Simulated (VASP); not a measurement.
# Ba8Ti8NO24 (a cell with a defect) in VASP: single point with PBE

Aim: the single point of Ba8Ti8NO24 (a cell with a defect) with PBE.

Program: VASP 6.6.1. These are calculated values, not measurements. Logs are shortened: lines on timing, memory, paths and dates and some standing lists are left out, and cuts for length are marked.

## 1. The cell of the first run

The cell holds a defect, 41 atoms: a = 7.981 Å, b = 7.981 Å, c = 8.046 Å, α = 90.00°, β = 90.00°, γ = 90.00°.

## 2. Single point, PBE, collinear spin, ferromagnetic start

The input, INCAR:

```
SYSTEM = Ba8Ti8NO24
PREC     = Accurate       ! precision mode
ENCUT    = 520            ! plane-wave cutoff, eV
EDIFF    = 1E-7           ! SCF threshold, eV
ISMEAR   = -1             ! smearing method
SIGMA    = 0.02           ! smearing width, eV
LREAL    = Auto         
LASPH    = .TRUE.         ! aspherical terms in the spheres
NELM     = 150            ! most SCF steps
ALGO     = Normal         ! electronic algorithm
ISIF     = 2              ! what is computed and relaxed
LWAVE    = .FALSE.        ! write WAVECAR
LCHARG   = .FALSE.        ! write CHGCAR
ISPIN    = 2              ! spin polarisation
MAGMOM   = 0 0 0 0 0 0 0 0 0 0 0 0 0 0 0 0 0 0 0 0 0 0 0 0 0 0 0 0 0 0 0 0 0 0 0 0 0 0 0 0 1 ! initial moments
LORBIT   = 11             ! projections on sites
LMAXMIX  = 4              ! l up to which the mixer works
GGA      = PE             ! functional
NBANDS   = 192            ! bands
```

The input, KPOINTS:

```
regular mesh
0
G
  1 1 1
  0 0 0
```

The input, POSCAR:

```
Ba8Ti8NO24
1.0
    7.9809600000      0.0000000000      0.0000000000
    0.0000000000      7.9809600000      0.0000000000
    0.0000000000      0.0000000000      8.0460600000
Ba Ti O N
8 8 24 1
Direct
   -0.0097246583     -0.0082606266     -0.0085218522
   -0.0020854856     -0.0042477135      0.5015262489
   -0.0032215827      0.4942127806     -0.0134860546
    0.0120458690      0.4884815452      0.5107477476
    0.4968495331     -0.0088760735     -0.0052942948
    0.4908879232     -0.0046979983      0.4969589532
    0.4926240752      0.4949980992     -0.0071560328
    0.4757570988      0.4924846048      0.5040241157
    0.2323458296      0.2305447825      0.2530445176
    0.2387912144      0.2297321490      0.7630174243
    0.2284618349      0.7333713319      0.2548246325
    0.2368987995      0.7371114270      0.7620288845
    0.7360954271      0.2258723969      0.2550176896
    0.7317642298      0.2357115866      0.7537832057
    0.7359711984      0.7540165756      0.2569675856
    0.7307174201      0.7358895119      0.7437293193
    0.2541412611      0.2548969148      0.4784054310
    0.2570767334      0.0034376332      0.2324419903
    0.0068954108      0.2576651258      0.2301283365
    0.2599871972      0.2525806562      0.9861463707
    0.2595062865      0.0043257840      0.7328579477
    0.0135385538      0.2542857228      0.7361585429
    0.2554322520      0.7537275500      0.4777955996
    0.2587905691      0.5079001146      0.2290215019
    0.0008304118      0.7476440841      0.2287684675
    0.2548548553      0.7596772520      0.9850419814
    0.2562946410      0.5066744008      0.7416809042
    0.0127684372      0.7575832424      0.7304866338
    0.7643358571      0.2374094835      0.4801610452
    0.7546700569     -0.0003934680      0.2202552169
    0.5100407567      0.2573525941      0.2350078794
    0.7587028399      0.2545844161      0.9777493891
    0.7598733027      0.0115707821      0.7427441703
    0.5032301906      0.2561476841      0.7310236641
    0.7521126491      0.7971848513      0.4944658048
    0.7453419748      0.5367208283      0.3582766909
    0.5118911006      0.7507466158      0.2263183455
    0.7562065572      0.7577702877      0.9692934345
    0.7596331478      0.5065414879      0.7242633509
    0.5015476398      0.7567590862      0.7311637853
    0.7549638909      0.4914453908      1.2020841255
```

Potentials or basis: VASP PAW PBE potentials, release 64 (Ba_sv, Ti_sv, O, N).

On the command line:

```bash
$ cat potpaw_PBE.64/Ba_sv/POTCAR potpaw_PBE.64/Ti_sv/POTCAR potpaw_PBE.64/O/POTCAR potpaw_PBE.64/N/POTCAR > POTCAR
$ mpirun -np 1 vasp_gam > vasp.out
```

OUTCAR:

```text
SYSTEM = Ba8Ti8NO24
   PREC = Accurate
   ENCUT = 520
   EDIFF = 1E-7
   ISMEAR = -1
   LREAL = Auto
   LASPH = .TRUE.
   NELM = 150
   ISIF = 2
   ISPIN = 2
   LORBIT = 11
   GGA = PE

 ion  position               nearest neighbor table
   1  0.990  0.992  0.991-  30 2.63  38 2.65  33 2.72  25 2.73  32 2.80  26 2.81  28 2.82  19 2.87
                            18 2.88  22 2.94  21 2.99  20 2.99  10 3.30  12 3.38  14 3.42   9 3.43
   2  0.998  0.996  0.502-  35 2.52  28 2.65  29 2.69  33 2.72  21 2.80  22 2.80  23 2.83  17 2.91
                            25 2.96  30 2.98  18 2.99  19 3.02   9 3.32  10 3.41  13 3.42  11 3.42
   3  0.997  0.494  0.987-  41 2.59  32 2.70  19 2.72  22 2.78  25 2.81  39 2.84  38 2.85  20 2.85
                            27 2.86  24 2.86  28 2.95  26 2.95  12 3.27  10 3.38  11 3.42  16 3.47
   4  0.012  0.488  0.511-  36 2.49  22 2.60  39 2.65  27 2.70  17 2.70  28 2.78  29 2.83  23 2.89
                            19 2.91  24 3.01  25 3.07  41 3.22  35 3.22  11 3.32  12 3.35   9 3.41
   5  0.497  0.991  0.995-  26 2.67  37 2.68  18 2.71  30 2.74  38 2.79  20 2.82  40 2.83  21 2.84
                            31 2.87  33 2.92  32 2.97  34 3.00  14 3.33  10 3.37  13 3.40  15 3.42
   6  0.491  0.995  0.497-  35 2.62  21 2.65  40 2.68  23 2.70  17 2.81  34 2.81  18 2.83  29 2.92
                            33 2.92  37 2.93  31 2.97  30 3.06  13 3.32  15 3.36   9 3.41  14 3.41
   7  0.493  0.495  0.993-  24 2.67  20 2.68  41 2.69  31 2.72  27 2.77  37 2.78  26 2.84  34 2.84
                            32 2.86  40 2.97  38 2.98  39 3.04  16 3.37  12 3.37  14 3.41  10 3.46
   8  0.476  0.492  0.504-  36 2.48  27 2.60  17 2.60  34 2.63  23 2.74  40 2.80  24 2.81  31 2.88
                            39 2.88  37 3.05  29 3.08  35 3.28  11 3.41  16 3.41  12 3.43   9 3.50
   9  0.232  0.231  0.253-  19 1.82  18 1.83  17 1.83  20 2.17  31 2.23  24 2.23   2 3.32   4 3.41
                             6 3.41   1 3.43   8 3.50   5 3.53   3 3.54   7 3.63
  10  0.239  0.230  0.763-  20 1.81  22 1.82  21 1.82  34 2.14  27 2.22  17 2.30   1 3.30   5 3.37
                             3 3.38   2 3.41   4 3.41   7 3.46   6 3.48   8 3.51
  11  0.228  0.733  0.255-  23 1.81  24 1.83  25 1.83  18 2.17  26 2.19  37 2.28   4 3.32   8 3.41
                             2 3.42   3 3.42   1 3.52   7 3.54   6 3.54   5 3.63
  12  0.237  0.737  0.762-  26 1.81  28 1.81  27 1.85  40 2.13  21 2.15  23 2.30   3 3.27   4 3.35
                             7 3.37   1 3.38   8 3.43   5 3.45   2 3.51   6 3.59
  13  0.736  0.226  0.255-  29 1.83  31 1.83  30 1.83  41 2.17  19 2.19  32 2.25   6 3.32   5 3.40
                             2 3.42   1 3.48   7 3.58   8 3.59   4 3.67   3 3.69
  14  0.732  0.236  0.754-  33 1.81  32 1.82  34 1.84  39 2.19  29 2.22  22 2.26   5 3.33   7 3.41
                             6 3.41   1 3.42   3 3.50   2 3.51   8 3.52   4 3.59
  15  0.736  0.754  0.257-  37 1.81  36 1.92  35 1.95  30 1.99  25 2.13  41 2.15  38 2.32   6 3.36
                             5 3.42   2 3.46   1 3.50   7 3.54   8 3.55   3 3.66   4 3.68
  16  0.731  0.736  0.744-  38 1.83  40 1.84  39 1.85  35 2.07  33 2.21  28 2.26   7 3.37   8 3.41
                             5 3.42   6 3.45   3 3.47   1 3.53   4 3.53   2 3.56
  17  0.254  0.255  0.478-   9 1.83  10 2.30   8 2.60   4 2.70   6 2.81   2 2.91
  18  0.257  0.003  0.232-   9 1.83  11 2.17   5 2.71   6 2.83   1 2.88   2 2.99
  19  0.007  0.258  0.230-   9 1.82  13 2.19   3 2.72   1 2.87   4 2.91   2 3.02
  20  0.260  0.253  0.986-  10 1.81   9 2.17   7 2.68   5 2.82   3 2.85   1 2.99
  21  0.260  0.004  0.733-  10 1.82  12 2.15   6 2.65   2 2.80   5 2.84   1 2.99
  22  0.014  0.254  0.736-  10 1.82  14 2.26   4 2.60   3 2.78   2 2.80   1 2.94
[... 11 lines left out ...]
  34  0.503  0.256  0.731-  14 1.84  10 2.14   8 2.63   6 2.81   7 2.84   5 3.00
  35  0.752  0.797  0.494-  15 1.95  16 2.07   2 2.52   6 2.62   4 3.22   8 3.28
  36  0.745  0.537  0.358-  41 1.31  15 1.92   8 2.48   4 2.49
  37  0.512  0.751  0.226-  15 1.81  11 2.28   5 2.68   7 2.78   6 2.93   8 3.05
  38  0.756  0.758  0.969-  16 1.83  15 2.32   1 2.65   5 2.79   3 2.85   7 2.98
  39  0.760  0.507  0.724-  16 1.85  14 2.19   4 2.65   3 2.84   8 2.88   7 3.04
  40  0.502  0.757  0.731-  16 1.84  12 2.13   6 2.68   8 2.80   5 2.83   7 2.97
  41  0.755  0.491  0.202-  36 1.31  15 2.15  13 2.17   3 2.59   7 2.69   4 3.22

  LATTYP: Found a simple tetragonal cell.
 ALAT       =     7.9809600000
 C/A-ratio  =     1.0081569135

  Lattice vectors:

 A1 = (   7.9809600000,   0.0000000000,   0.0000000000)
 A2 = (   0.0000000000,   7.9809600000,   0.0000000000)
 A3 = (   0.0000000000,   0.0000000000,   8.0460600000)

Analysis of symmetry for initial positions (statically):
=====================================================================
 Subroutine PRICEL returns:
 Original cell was already a primitive cell.

 Routine SETGRP: Setting up the symmetry group for a
 simple tetragonal supercell.

 Subroutine GETGRP returns: Found  1 space group operations
 (whereof  1 operations were pure point group operations)
 out of a pool of 16 trial point group operations.

The static configuration has the point symmetry C_1 .

Analysis of symmetry for dynamics (positions and initial velocities):
=====================================================================
 Subroutine PRICEL returns:
 Original cell was already a primitive cell.

 Routine SETGRP: Setting up the symmetry group for a
[... 184 lines left out ...]
   PSTRESS=    0.0 pullay stress
   NELECT =     325.0000    total number of electrons
   NUPDOWN=      -1.0000    fix difference up-down
   EMIN   =  10.00;   EMAX   =-10.00  energy-range for DOS
   EFERMI =   0.00;   METHOD = LEGACY
   ISMEAR =    -1;   SIGMA  =   0.02  broadening in eV -4-tet -1-fermi 0-gaus
   EFERMI_NEDOS =   21; number of points for ismear=-14 and -15
   IALGO  =     38    algorithm
   IMIX   =      4    mixing-type and parameters
     AMIX     =   0.40;   BMIX     =  1.00
     AMIX_MAG =   1.60;   BMIX_MAG =  1.00
  volume/ion in A,a.u.               =      12.50        84.35
  Fermi-wavevector in a.u.,A,eV,Ry     =   1.406495  2.657890 26.915418  1.978227
  Thomas-Fermi vector in A             =   2.528849
   LORBIT       =     11    0 simple, 1 ext, 2 COOP (PROOUT), +10 PAW based schemes
   GGA     = PE    functional components
   LHFCALC =     F    Hartree Fock is set to
   AEXX    =    0.0000 exact exchange contribution
   IVDW    =     0    specifies the selected vdW correction
   LEPSILON=     F    determine dielectric tensor
   LRPA    =     F    only Hartree local field effects (RPA)
 spin polarized calculation
  energy-cutoff  :      520.00
  volume of cell :      512.50
 maximum number of plane-waves:      6875
 NGX is ok and might be reduce to    60
   NGX = 29   NGY = 29   NGZ = 29

 number of electron     325.0000034 magnetization       1.0000002

 Free energy of the ion-electron system (eV)
  ---------------------------------------------------
  ext. energy  EPLUGINS =         0.00000000
  ---------------------------------------------------
  free energy    TOTEN  =      -320.71624906 eV

  energy without entropy =     -320.71624906  energy(sigma->0) =     -320.71624906

 E-fermi :   4.9792     XC(G=0): -11.3120

 val. band max:        4.3986406183   @ k =   0.0000   0.0000   0.0000
 cond. band min:       5.7644057109   @ k =   0.0000   0.0000   0.0000
 fundamental gap:      1.3657650926
 Fermi energy:         4.9791779348

 spin component 1

 k-point     1 :       0.0000    0.0000    0.0000
  band No.  band energies     occupation
      1     -52.1470      1.00000
      2     -52.1300      1.00000
      3     -52.1291      1.00000
      4     -52.1011      1.00000
      5     -52.0258      1.00000
      6     -52.0057      1.00000
[... 166 lines left out ...]
    173       7.9250      0.00000
    174       8.0040      0.00000
 Fermi energy:         4.9791779348

 spin component 2

 k-point     1 :       0.0000    0.0000    0.0000
  band No.  band energies     occupation
      1     -52.1481      1.00000
      2     -52.1311      1.00000
      3     -52.1292      1.00000
      4     -52.1011      1.00000
      5     -52.0377      1.00000
      6     -52.0256      1.00000
[... 166 lines left out ...]
    173       7.9333      0.00000
    174       8.0032      0.00000
 [bands above 174 left out]

------------------------ aborting loop because EDIFF is reached ----------------------------------------

  FORCE on cell =-STRESS in cart. coord.  units (eV):
  Direction    XX          YY          ZZ          XY          YZ          ZX
  --------------------------------------------------------------------------------------
  -------------------------------------------------------------------------------------
  Total       48.1446142     47.8630342     46.2172977      1.8086303     -0.8116761     -2.9879023
  in kB      150.5097930    149.6295168    144.4846119      5.6541437     -2.5374634     -9.3407864
  external PRESSURE =     148.2079739 kB  Pullay stress =       0.0000000 kB

 VOLUME and BASIS-vectors are now :
 -----------------------------------------------------------------------------
  energy-cutoff  :      520.00
  volume of cell :      512.50
      direct lattice vectors                 reciprocal lattice vectors
     7.980960000  0.000000000  0.000000000     0.125298210  0.000000000  0.000000000
     0.000000000  7.980960000  0.000000000     0.000000000  0.125298210  0.000000000
     0.000000000  0.000000000  8.046060000     0.000000000  0.000000000  0.124284432

 POSITION                                       TOTAL-FORCE (eV/Angst)
 -----------------------------------------------------------------------------------
      7.90335      7.91503      7.97749         0.101279      0.051354     -0.015394
      7.96432      7.94706      4.03531         0.132220      0.064048     -0.074389
      7.95525      3.94429      7.93755         0.069956      0.035543     -0.051222
      0.09614      3.89855      4.10951         0.056617      0.049758     -0.068778
      3.96534      7.91012      8.00346         0.012917      0.059390     -0.047706
      3.91776      7.94347      3.99856        -0.010243      0.060235     -0.068420
[... 33 lines left out ...]
      4.00283      6.03966      5.88299        -0.035062     -0.028558      0.030561
      6.02534      3.92221      1.62598         0.008512     -0.135935     -0.191911
 -----------------------------------------------------------------------------------
    total drift:                               -0.009107      0.003165      0.024688

  FREE ENERGIE OF THE ION-ELECTRON SYSTEM (eV)
  ---------------------------------------------------
  free  energy   TOTEN  =      -320.7162490560 eV

  energy  without entropy=     -320.7162490560  energy(sigma->0) =     -320.71624906

 total charge

# of ion       s       p       d       tot
------------------------------------------
    1        2.011   5.660   0.345   8.016
    2        2.013   5.659   0.363   8.035
    3        2.011   5.658   0.348   8.016
    4        2.014   5.663   0.373   8.050
    5        2.010   5.661   0.341   8.012
    6        2.011   5.660   0.353   8.024
[... 33 lines left out ...]
   40        1.565   3.497   0.000   5.062
   41        1.297   2.437   0.000   3.735
--------------------------------------------------
tot         72.834 181.892  18.007 272.733

 magnetization (x)

# of ion       s       p       d       tot
------------------------------------------
    1       -0.000  -0.000   0.000  -0.000
    2        0.000   0.000   0.000   0.000
    3        0.002   0.007   0.016   0.024
    4        0.001   0.002   0.008   0.011
    5       -0.000   0.000  -0.000  -0.000
    6        0.000   0.000   0.000   0.000
[... 33 lines left out ...]
   40        0.000   0.001   0.000   0.001
   41        0.013   0.440   0.000   0.454
--------------------------------------------------
tot          0.021   0.727   0.009   0.757
```

It took 13 min on 1 thread of Intel Xeon Platinum 8375C at 2.90GHz (Ice Lake), shared host; peak memory 0.67 GiB.

What came out:

- Free energy: -320.7162 eV
- Pressure: 14.8 GPa
- Largest force: 0.235 eV/Å
- Band gap on the k mesh: 1.37 eV
- Net moment: 1.00 μB per cell
- Site moments: Ba -0.00, +0.00, +0.02, +0.01 (each value once); Ti -0.00, +0.00, -0.01, -0.02 (each value once); O -0.00, +0.01, +0.02, +0.00, +0.03, +0.19 (each value once); N +0.45 μB
- Valence electrons inside the program's atomic spheres: Ba 8.02, 8.04, 8.05, 8.01, 8.06 (each value once); Ti 10.41, 10.45, 10.42, 10.44, 10.43, 10.39 (each value once); O 5.06, 5.05, 5.04, 5.09, 5.14 (each value once); N 3.73

Forces on the atoms (eV/Å):
```
Ba   0.101  0.051 -0.015
Ba   0.132  0.064 -0.074
Ba   0.070  0.036 -0.051
Ba   0.057  0.050 -0.069
Ba   0.013  0.059 -0.048
Ba  -0.010  0.060 -0.068
Ba   0.038  0.036 -0.064
Ba   0.026  0.033 -0.046
Ti   0.063  0.072 -0.040
Ti   0.066  0.054 -0.072
Ti   0.068  0.074 -0.080
Ti   0.074  0.037 -0.055
Ti   0.069  0.067 -0.054
Ti   0.055  0.081 -0.067
Ti   0.062  0.049 -0.027
Ti   0.048  0.037 -0.045
O   -0.026 -0.050  0.032
O   -0.015 -0.068  0.018
O   -0.077 -0.009  0.019
O   -0.027 -0.021  0.065
O   -0.029 -0.065  0.035
O   -0.082 -0.047  0.040
O   -0.024 -0.007  0.059
O   -0.032 -0.061  0.025
O   -0.056 -0.009  0.042
O   -0.026 -0.030  0.073
O   -0.025 -0.025  0.075
O   -0.079 -0.026  0.023
O   -0.052  0.044  0.032
O   -0.014 -0.037  0.055
O   -0.049 -0.015  0.022
O   -0.037 -0.006  0.073
O   -0.040 -0.065 -0.010
O   -0.034 -0.039  0.035
O   -0.024 -0.131  0.010
O   -0.012  0.074  0.188
O   -0.074 -0.018  0.046
O   -0.026 -0.048  0.054
O   -0.044 -0.038  0.026
O   -0.035 -0.029  0.031
N    0.009 -0.136 -0.192
```

Stress tensor (GPa, compression positive):
```
15.05  0.57 -0.93
 0.57 14.96 -0.25
-0.93 -0.25 14.45
```

Caveat: the k points lie up to 0.79 Å⁻¹ apart; spin-orbit coupling is left out, which moves the levels of the heavy elements.
